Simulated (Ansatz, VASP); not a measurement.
One calculation of BiTe, two programs

INCAR

```
SYSTEM = BiTe
PREC = Accurate
ENCUT = 500
EDIFF = 1E-6
ISMEAR = -1
SIGMA = 0.1
LREAL = .FALSE.
LASPH = .TRUE.
NELM = 120
ALGO = Normal
ISIF = 2
LWAVE = .FALSE.
LCHARG = .FALSE.
GGA = PE
NBANDS = 98
GGA_COMPAT = .FALSE.
```

The input KPOINTS:

```
Automatic mesh
0
G
  1 1 1
  0 0 0
```

POSCAR

```
BiTe
1.0
    0.0000000000      6.5340635723      6.5340635723
    6.5340635723      0.0000000000      6.5340635723
    6.5340635723      6.5340635723      0.0000000000
Bi Te
8 8
Direct
    0.0044260000      0.0018360000     -0.0008810000
    0.0032640000     -0.0115960000      0.5024910000
    0.0080180000      0.4966430000      0.0005990000
    0.0060210000      0.5044380000      0.5026020000
    0.5002280000      0.0016080000     -0.0009450000
    0.5021860000     -0.0100320000      0.5210710000
    0.4997690000      0.5095450000      0.0021330000
    0.4887440000      0.5011190000      0.5035900000
    0.2471510000      0.2477790000      0.2569460000
    0.2645680000      0.2388930000      0.7539560000
    0.2600160000      0.7538910000      0.2467840000
    0.2489260000      0.7575840000      0.7561150000
    0.7441170000      0.2606160000      0.2593230000
    0.7487230000      0.2534000000      0.7490480000
    0.7455000000      0.7575130000      0.2497660000
    0.7555280000      0.7432190000      0.7525130000
```

Input for Ansatz:

```yaml
crystal:
  lattice:
  - [0.0, 6.534063572303247, 6.534063572303247]
  - [6.534063572303247, 0.0, 6.534063572303247]
  - [6.534063572303247, 6.534063572303247, 0.0]
  atoms:
  - symbol: Bi
    position: [0.004426, 0.001836, -0.000881]
  - symbol: Te
    position: [0.247151, 0.247779, 0.256946]
  - symbol: Bi
    position: [0.003264, -0.011596, 0.502491]
  - symbol: Te
    position: [0.264568, 0.238893, 0.753956]
  - symbol: Bi
    position: [0.008018, 0.496643, 0.000599]
  - symbol: Te
    position: [0.260016, 0.753891, 0.246784]
  - symbol: Bi
    position: [0.006021, 0.504438, 0.502602]
  - symbol: Te
    position: [0.248926, 0.757584, 0.756115]
  - symbol: Bi
    position: [0.500228, 0.001608, -0.000945]
  - symbol: Te
    position: [0.744117, 0.260616, 0.259323]
  - symbol: Bi
    position: [0.502186, -0.010032, 0.521071]
  - symbol: Te
    position: [0.748723, 0.2534, 0.749048]
  - symbol: Bi
    position: [0.499769, 0.509545, 0.002133]
  - symbol: Te
    position: [0.7455, 0.757513, 0.249766]
  - symbol: Bi
    position: [0.488744, 0.501119, 0.50359]
  - symbol: Te
    position: [0.755528, 0.743219, 0.752513]
kpoints:
  mp_grid:
    grid: [1, 1, 1]
    shift: [0.0, 0.0, 0.0]
hamiltonian:
  xc: pbe
  dispersion: none
  pseudopotentials:
    kind: all_electron
    lapw: {}
magnetization: {spin_polarized: false}
scf:
  occupations: {method: fermi_dirac, width: 0.1 eV}
output: {forces: true, stress: true}
```

Alike in both runs: task single point; functional PBE; k mesh 1 × 1 × 1; no spin polarisation.

|  | VASP | Ansatz |
| --- | --- | --- |
| version | VASP 6.6.1 | Ansatz 0.2 development build |
| potentials or method | VASP PAW PBE potentials, release 64 (Bi_d, Te), cutoff 500 eV | all-electron full-potential LAPW, scalar-relativistic |
| occupations | fermi-dirac, width 0.1 eV | fermi-dirac |

```tsv
	VASP	Ansatz	Ansatz less VASP
pressure (GPa)	4.6	4.6	+0.03
rms of the force components (eV/Å)	0.528	0.527	-0.0009
```

Ansatz ran all-electron here, and VASP with PAW potentials.

The k mesh is coarse, so the values compare programs but aren't converged. Spin-orbit coupling is off throughout.
